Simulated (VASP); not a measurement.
A run of VASP 6.6.1 is set up as follows.

INCAR

```
SYSTEM = Nb
PREC     = Accurate       ! precision mode
ENCUT    = 600            ! plane-wave cutoff, eV
EDIFF    = 1E-6           ! SCF threshold, eV
ISMEAR   = -1             ! smearing method
SIGMA    = 0.05           ! smearing width, eV
LREAL    = .False.        ! projectors in reciprocal space
LASPH    = .True.         ! aspherical terms in the spheres
NELM     = 60             ! most SCF steps
ALGO     = Normal         ! electronic algorithm
ISIF     = 3              ! what is computed and relaxed
LWAVE    = .False.        ! write WAVECAR
LCHARG   = .False.        ! write CHGCAR
GGA      = PE             ! functional
IBRION   = 2              ! ionic algorithm
NSW      = 45             ! ionic steps
EDIFFG   = -0.005         ! ionic threshold
```

The input KPOINTS:

```
regular mesh
0
Gamma
  17 17 17
  0 0 0
```

File POSCAR:

```
Nb
1.0
   -1.6545981165      1.6545981165      1.6545981165
    1.6545981165     -1.6545981165      1.6545981165
    1.6545981165      1.6545981165     -1.6545981165
Nb
1
Direct
    0.0000000000      0.0000000000      0.0000000000
```

Potentials or basis: VASP PAW PBE potentials, release 64 (Nb_sv).

Command:

```bash
$ cat potpaw_PBE.64/Nb_sv/POTCAR > POTCAR
$ mpirun -np 1 vasp_std > vasp.out
```

Question: Estimate the relaxed cell.

Answer: a = 2.864 Å, b = 2.864 Å, c = 2.864 Å, α = 109.47°, β = 109.47°, γ = 109.47°.

Question: Predict the relaxed volume.

Answer: 18.09 Å³/atom.

Final structure:
```cif
data_structure
_symmetry_space_group_name_H-M 'P 1'
_symmetry_Int_Tables_number 1
_cell_length_a 2.8642
_cell_length_b 2.8642
_cell_length_c 2.8642
_cell_angle_alpha 109.471
_cell_angle_beta 109.471
_cell_angle_gamma 109.471
_cell_volume 18.09
loop_
_atom_site_label
_atom_site_type_symbol
_atom_site_fract_x
_atom_site_fract_y
_atom_site_fract_z
_atom_site_occupancy
Nb1 Nb 0.00000 0.00000 0.00000 1
```
